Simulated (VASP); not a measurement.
# HfMoC2 (P4/mmm) in VASP: further runs, part 2 of 3

VASP 6.6.1.

## 4. Single point, r2SCAN+D3(BJ)

This run uses another cell than the first one, of 11.42 Å³/atom, 1.017 times its volume.

The input, POSCAR:

```
HfMoC2
1.0
    3.1914230000      0.0000000000      0.0000000000
    0.0000000000      3.1914230000      0.0000000000
    0.0000000000      0.0000000000      4.4851640000
Hf Mo C
1 1 2
Direct
    0.0000000000      0.0000000000      0.0000000000
    0.5000000000      0.5000000000      0.5000000000
    0.5000000000      0.5000000000      0.0000000000
    0.0000000000      0.0000000000      0.5000000000
```

The input, INCAR.step1:

```
SYSTEM = HfMoC2
PREC = Accurate ; ENCUT = 520
ISMEAR = -1 ; SIGMA = 0.05
LREAL = .FALSE. ; LASPH = .TRUE.
NELM = 60 ; NBANDS = 24
GGA = PE ; ALGO = Normal
EDIFF = 1E-4 ; LWAVE = .TRUE.
LCHARG = .FALSE.
```

The input, INCAR.step2:

```
SYSTEM = HfMoC2
PREC = Accurate ; ENCUT = 520
EDIFF = 1E-6 ; ISMEAR = -1
SIGMA = 0.05 ; LREAL = .FALSE.
LASPH = .TRUE. ; NELM = 60
ALGO = Normal ; ISIF = 2
LWAVE = .FALSE. ; LCHARG = .FALSE.
METAGGA = R2SCAN ; LMIXTAU = .TRUE.
IVDW = 12 ; VDW_S6 = 1.0
VDW_S8 = 0.78981345 ; VDW_A1 = 0.49484001
VDW_A2 = 5.73083694 ; NBANDS = 24
ISTART = 1
```

The input, KPOINTS:

```
regular mesh
0
G
  8 8 6
  0 0 0
```

Potentials or basis: VASP PAW PBE potentials, release 64 (Hf_pv, Mo_sv, C).

Started as:

```bash
$ cat potpaw_PBE.64/Hf_pv/POTCAR potpaw_PBE.64/Mo_sv/POTCAR potpaw_PBE.64/C/POTCAR > POTCAR
$ cp INCAR.step1 INCAR
$ mpirun -np 1 vasp_std > vasp.out
$ cp INCAR.step2 INCAR
$ mpirun -np 1 vasp_std > vasp.out
```

OUTCAR:

```text
SYSTEM = HfMoC2
   PREC = Accurate
   ENCUT = 520
   EDIFF = 1E-6
   ISMEAR = -1
   LREAL = .FALSE.
   LASPH = .TRUE.
   NELM = 60
   ISIF = 2
   METAGGA = R2SCAN
   IVDW = 12
   ISTART = 1
 IVDW          = 12

 ion  position               nearest neighbor table
   1  0.000  0.000  0.000-   4 2.24   4 2.24   3 2.26   3 2.26   3 2.26   3 2.26   2 3.18   2 3.18
                             2 3.18   2 3.18   2 3.18   2 3.18   2 3.18   2 3.18
   2  0.500  0.500  0.500-   3 2.24   3 2.24   4 2.26   4 2.26   4 2.26   4 2.26   1 3.18   1 3.18
                             1 3.18   1 3.18   1 3.18   1 3.18   1 3.18   1 3.18
   3  0.500  0.500  0.000-   2 2.24   2 2.24   1 2.26   1 2.26   1 2.26   1 2.26
   4  0.000  0.000  0.500-   1 2.24   1 2.24   2 2.26   2 2.26   2 2.26   2 2.26

  LATTYP: Found a simple tetragonal cell.
 ALAT       =     3.1914230000
 C/A-ratio  =     1.4053806092

  Lattice vectors:

 A1 = (   3.1914230000,   0.0000000000,   0.0000000000)
 A2 = (   0.0000000000,   3.1914230000,   0.0000000000)
 A3 = (   0.0000000000,   0.0000000000,   4.4851640000)

Analysis of symmetry for initial positions (statically):
=====================================================================
 Subroutine PRICEL returns:
 Original cell was already a primitive cell.

 Routine SETGRP: Setting up the symmetry group for a
 simple tetragonal supercell.

 Subroutine GETGRP returns: Found 16 space group operations
 (whereof 16 operations were pure point group operations)
 out of a pool of 16 trial point group operations.

The static configuration has the point symmetry D_4h.

Analysis of symmetry for dynamics (positions and initial velocities):
=====================================================================
 Subroutine PRICEL returns:
 Original cell was already a primitive cell.

 Routine SETGRP: Setting up the symmetry group for a
 simple tetragonal supercell.

 Subroutine GETGRP returns: Found 16 space group operations
 (whereof 16 operations were pure point group operations)
 out of a pool of 16 trial point group operations.

The dynamic configuration has the point symmetry D_4h.

 Subroutine INISYM returns: Found 16 space group operations
 (whereof 16 operations are pure point group operations),
 and found     1 'primitive' translations

----------------------------------------------------------------------------------------

                                     Primitive cell

  volume of cell :      45.6822

  direct lattice vectors                    reciprocal lattice vectors
     3.191423000  0.000000000  0.000000000     0.313339849  0.000000000  0.000000000
     0.000000000  3.191423000  0.000000000     0.000000000  0.313339849  0.000000000
     0.000000000  0.000000000  4.485164000     0.000000000  0.000000000  0.222957288

  length of vectors
     3.191423000  3.191423000  4.485164000     0.313339849  0.313339849  0.222957288

  position of ions in fractional coordinates (direct lattice)
     0.000000000  0.000000000  0.000000000
     0.500000000  0.500000000  0.500000000
     0.500000000  0.500000000  0.000000000
     0.000000000  0.000000000  0.500000000

  ion indices of the primitive-cell ions
[... 27 lines left out ...]
 Subroutine IBZKPT returns following result:
 ===========================================

 Found     60 irreducible k-points:

 Following reciprocal coordinates:
            Coordinates               Weight
  0.000000  0.000000  0.000000      1.000000
  0.125000  0.000000  0.000000      4.000000
  0.250000  0.000000  0.000000      4.000000
  0.375000  0.000000  0.000000      4.000000
  0.500000  0.000000  0.000000      2.000000
  0.125000  0.125000  0.000000      4.000000
[... 16 lines left out ...]
  0.375000  0.125000  0.166667     16.000000
  0.500000  0.125000  0.166667      8.000000
 [... further k-points ...]
   k-points           NKPTS =     60   k-points in BZ     NKDIM =     60   number of bands    NBANDS=     24
   number of dos      NEDOS =    301   number of ions     NIONS =      4
   total plane-waves  NPLWV =  20736
   dimension x,y,z NGX =    24 NGY =   24 NGZ =   36
   dimension x,y,z NGXF=    48 NGYF=   48 NGZF=   72
   ions per type =               1   1   2
   NGX,Y,Z   is equivalent  to a cutoff of  12.50, 12.50, 13.34 a.u.
   NGXF,Y,Z  is equivalent  to a cutoff of  25.00, 25.00, 26.69 a.u.
 SYSTEM =  HfMoC2
   PREC   = accura    normal or accurate (medium, high low for compatibility)
   ISTART =      1    job   : 0-new  1-cont  2-samecut
   ICHARG =      0    charge: 1-file 2-atom 10-const
   ISPIN  =      1    spin polarized calculation?
   LNONCOLLINEAR =      F non collinear calculations
   LSORBIT =      F    spin-orbit coupling
   LASPH  =      T    aspherical Exc in radial PAW
   ENCUT  =  520.0 eV  38.22 Ry    6.18 a.u.   5.93  5.93  8.34*2*pi/ulx,y,z
   NELM   =     60;   NELMIN=  2; NELMDL=  0     # of ELM steps
   EDIFF  = 0.1E-05   stopping-criterion for ELM
   LREAL  =      F    real-space projection
   EDIFFG = 0.1E-04   stopping-criterion for IOM
   NSW    =      0    number of steps for IOM
   IBRION =     -1    ionic relax: 0-MD 1-quasi-New 2-CG
   NFREE  =      0    steps in history (QN), initial steepest desc. (CG)
   ISIF   =      2    stress and relaxation
   ISYM   =      2    0-nonsym 1-usesym 2-fastsym
   POTIM  = 0.5000    time-step for ionic-motion
   TEBEG  =    0.0;   TEEND  =   0.0 temperature during run
   PSTRESS=    0.0 pullay stress
   NELECT =      32.0000    total number of electrons
   NUPDOWN=      -1.0000    fix difference up-down
   EMIN   =  10.00;   EMAX   =-10.00  energy-range for DOS
   EFERMI =   0.00;   METHOD = LEGACY
   ISMEAR =    -1;   SIGMA  =   0.05  broadening in eV -4-tet -1-fermi 0-gaus
   EFERMI_NEDOS =   21; number of points for ismear=-14 and -15
   IALGO  =     38    algorithm
   IMIX   =      4    mixing-type and parameters
     AMIX     =   0.40;   BMIX     =  1.00
     AMIX_MAG =   1.60;   BMIX_MAG =  1.00
  volume/ion in A,a.u.               =      11.42        77.07
  Fermi-wavevector in a.u.,A,eV,Ry     =   1.453927  2.747523 28.761388  2.113902
  Thomas-Fermi vector in A             =   2.571136
   LORBIT       =      0    0 simple, 1 ext, 2 COOP (PROOUT), +10 PAW based schemes
   METAGGA = R2SCAN    functional components
   LHFCALC =     F    Hartree Fock is set to
   AEXX    =    0.0000 exact exchange contribution
   IVDW    =    12    specifies the selected vdW correction
   LEPSILON=     F    determine dielectric tensor
   LRPA    =     F    only Hartree local field effects (RPA)
 non-spin polarized calculation
  energy-cutoff  :      520.00
  volume of cell :       45.68
 maximum number of plane-waves:      1272
 NGX is ok and might be reduce to    24
   NGX = 11   NGY = 11   NGZ = 17

 number of electron      32.0000000 magnetization

 Free energy of the ion-electron system (eV)
  ---------------------------------------------------
  ext. energy  EPLUGINS =         0.00000000
  ---------------------------------------------------
  free energy    TOTEN  =       -92.96179933 eV

  energy without entropy =      -92.94904404  energy(sigma->0) =      -92.95542168

 E-fermi :   9.4529     XC(G=0): -13.8440

 val. band max:        9.4413385948   @ k =   0.0000   0.0000   0.0000
 cond. band min:       9.4917282104   @ k =   0.1250   0.1250   0.3333
 fundamental gap:      0.0503896156
 Fermi energy:         9.4529465939

 k-point     1 :       0.0000    0.0000    0.0000
  band No.  band energies     occupation
      1     -54.5987      2.00000
      2     -27.9285      2.00000
      3     -27.8559      2.00000
      4     -27.8559      2.00000
      5     -22.1741      2.00000
      6     -21.8892      2.00000
[... 637 lines left out ...]
     23      15.9264      0.00000
     24      17.6016      0.00000

 [... further k-points ...]

------------------------ aborting loop because EDIFF is reached ----------------------------------------

 Edisp (eV)   -0.77227

 E8    (eV) :    -0.2786

  FORCE on cell =-STRESS in cart. coord.  units (eV):
  Direction    XX          YY          ZZ          XY          YZ          ZX
  --------------------------------------------------------------------------------------
  -------------------------------------------------------------------------------------
  Total      -1.25129    -1.25129    -2.53540     0.00000     0.00000     0.00000
  in kB     -43.88554   -43.88554   -88.92216     0.00000     0.00000     0.00000
  external pressure =      -58.90 kB  Pullay stress =        0.00 kB

 VOLUME and BASIS-vectors are now :
 -----------------------------------------------------------------------------
  energy-cutoff  :      520.00
  volume of cell :       45.68
      direct lattice vectors                 reciprocal lattice vectors
     3.191423000  0.000000000  0.000000000     0.313339849  0.000000000  0.000000000
     0.000000000  3.191423000  0.000000000     0.000000000  0.313339849  0.000000000
     0.000000000  0.000000000  4.485164000     0.000000000  0.000000000  0.222957288

 POSITION                                       TOTAL-FORCE (eV/Angst)
 -----------------------------------------------------------------------------------
      0.00000      0.00000      0.00000         0.000000      0.000000      0.000000
      1.59571      1.59571      2.24258         0.000000      0.000000      0.000000
      1.59571      1.59571      0.00000         0.000000      0.000000      0.000000
      0.00000      0.00000      2.24258         0.000000      0.000000      0.000000
 -----------------------------------------------------------------------------------
    total drift:                                0.000000     -0.000000     -0.000000

  FREE ENERGIE OF THE ION-ELECTRON SYSTEM (eV)
  ---------------------------------------------------
  free  energy   TOTEN  =       -93.7340726906 eV

  energy  without entropy=      -93.7213173949  energy(sigma->0) =      -93.72769504
```

Wall time 1.8 min (1 thread of AMD EPYC 9R45 (Zen 5), shared host); peak memory 0.19 GiB.

Results:

```yaml
Free_energy: -93.7341 eV
Pressure: -5.9 GPa
Band_gap_on_the_k_mesh: zero (band 16 reaches 10.54 eV, above the bottom of band 17 at 8.16 eV)
Dispersion_energy_per_atom: -0.193 eV
```

Levels at points of the mesh, in eV from the Fermi level:
```tsv
k point	band 13	band 14	band 15	band 16	band 17	band 18	band 19	band 20
(0.00, 0.00, 0.00)	-1.40	-1.38	-1.38	-0.44	-0.29	-0.02	-0.01	-0.01
(0.50, 0.00, 0.00)	-4.51	-3.97	-3.94	-0.45	1.03	2.27	3.27	3.51
(0.50, 0.50, 0.00)	-3.92	-1.42	-1.23	-1.23	-1.14	1.12	1.48	2.53
(0.00, 0.00, 0.50)	-2.40	-2.40	-1.86	-1.86	-1.30	-0.33	2.13	2.13
(0.50, 0.00, 0.50)	-5.45	-4.65	-4.54	1.09	1.10	1.83	4.77	5.61
(0.50, 0.50, 0.50)	-4.46	-4.46	-4.45	1.08	1.08	1.48	3.34	3.34
```

Caveat: three body term missing; the PAW data sets were made with another functional, which shifts forces and pressure a little; spin-orbit coupling is left out, which moves the levels of the heavy elements; pairwise dispersion overbinds metals, which lowers pressure and volume.

## 5. Relaxation of cell and atoms, r2SCAN

This run uses another cell than the first one, of 11.42 Å³/atom, 1.017 times its volume.

POSCAR is that of step 4.

The input, INCAR.step1:

```
  ALGO = Normal
  EDIFF = 1E-4
  ENCUT = 600
  GGA = PE
  ISMEAR = -1
  LASPH = T
  LCHARG = F
  LREAL = F
  LWAVE = T
  NELM = 80
  PREC = Accurate
  SIGMA = 0.05
```

The input, INCAR.step2:

```
  ALGO = Normal
  EDIFF = 1E-6
  EDIFFG = -0.01
  ENCUT = 600
  IBRION = 2
  ISIF = 3
  ISMEAR = -1
  ISTART = 1
  LASPH = T
  LCHARG = F
  LMIXTAU = T
  LREAL = F
  LWAVE = F
  METAGGA = R2SCAN
  NELM = 80
  NSW = 60
  PREC = Accurate
  SIGMA = 0.05
```

The input, KPOINTS:

```
k-points
0
Gamma
  8 8 6
```

Started as:

```bash
$ cat potpaw_PBE.64/Hf_pv/POTCAR potpaw_PBE.64/Mo_sv/POTCAR potpaw_PBE.64/C/POTCAR > POTCAR
$ cp INCAR.step1 INCAR
$ mpirun -np 1 vasp_std > vasp.out
$ cp INCAR.step2 INCAR
$ mpirun -np 1 vasp_std > vasp.out
```

Run time: 9.1 min. Hardware: 1 thread of AMD EPYC 9R45 (Zen 5), shared host; peak memory 0.22 GiB.

It converged, with:

- Free energy: -92.9728 eV
- Relaxed volume: 11.29 Å³/atom
- Relaxed cell: a = 3.189 Å, b = 3.189 Å, c = 4.441 Å, α = 90.00°, β = 90.00°, γ = 90.00°
- Space group after relaxing (to 0.05 Å): P4/mmm (No. 123)
- Energy gained by relaxing: 2.4 meV/atom
- Ionic steps: 5
- Pressure after relaxing: 0.0 GPa
- Band gap on the k mesh: zero (band 16 reaches 10.77 eV, above the bottom of band 17 at 8.26 eV)

The path:
| step | energy change (eV) | largest force (eV/Å) | pressure (GPa) | volume (Å³) |
| --- | --- | --- | --- | --- |
| 1 | 0.0000 | 0.0000 | -3.29 | 45.68 |
| 2 | 0.0152 | 0.0000 | 7.14 | 44.15 |
| 3 | -0.0089 | 0.0000 | 0.49 | 45.09 |
| 4 | -0.0091 | 0.0000 | -0.29 | 45.22 |
| 5 | -0.0094 | 0.0000 | 0.04 | 45.16 |

Final structure:
```cif
data_structure
_symmetry_space_group_name_H-M 'P 1'
_symmetry_Int_Tables_number 1
_cell_length_a 3.1888
_cell_length_b 3.1888
_cell_length_c 4.4412
_cell_angle_alpha 90.000
_cell_angle_beta 90.000
_cell_angle_gamma 90.000
_cell_volume 45.16
loop_
_atom_site_label
_atom_site_type_symbol
_atom_site_fract_x
_atom_site_fract_y
_atom_site_fract_z
_atom_site_occupancy
Hf1 Hf 0.00000 0.00000 0.00000 1
Mo1 Mo 0.50000 0.50000 0.50000 1
C1 C 0.50000 0.50000 0.00000 1
C2 C 0.00000 0.00000 0.50000 1
```

Levels at points of the mesh, in eV from the Fermi level:
| k point | band 12 | band 13 | band 14 | band 15 | band 16 | band 17 | band 18 | band 19 | band 20 |
| --- | --- | --- | --- | --- | --- | --- | --- | --- | --- |
| (0.00, 0.00, 0.00) | -1.45 | -1.45 | -1.43 | -1.43 | -0.47 | -0.26 | -0.05 | -0.05 | 0.00 |
| (0.50, 0.00, 0.00) | -5.23 | -4.50 | -4.02 | -3.93 | -0.49 | 1.03 | 2.26 | 3.41 | 3.48 |
| (0.50, 0.50, 0.00) | -3.99 | -3.99 | -1.42 | -1.25 | -1.25 | -1.09 | 1.16 | 1.47 | 2.51 |
| (0.00, 0.00, 0.50) | -3.59 | -2.50 | -2.50 | -1.94 | -1.94 | -1.33 | -0.35 | 2.21 | 2.21 |
| (0.50, 0.00, 0.50) | -5.56 | -5.53 | -4.75 | -4.60 | 1.09 | 1.16 | 1.86 | 4.81 | 5.61 |
| (0.50, 0.50, 0.50) | -4.58 | -4.55 | -4.54 | -4.54 | 1.17 | 1.17 | 1.47 | 3.46 | 3.46 |

Caveat: the PAW data sets were made with another functional, which shifts forces and pressure a little; spin-orbit coupling is left out, which moves the levels of the heavy elements.

(Continued in part 3 of 3.)
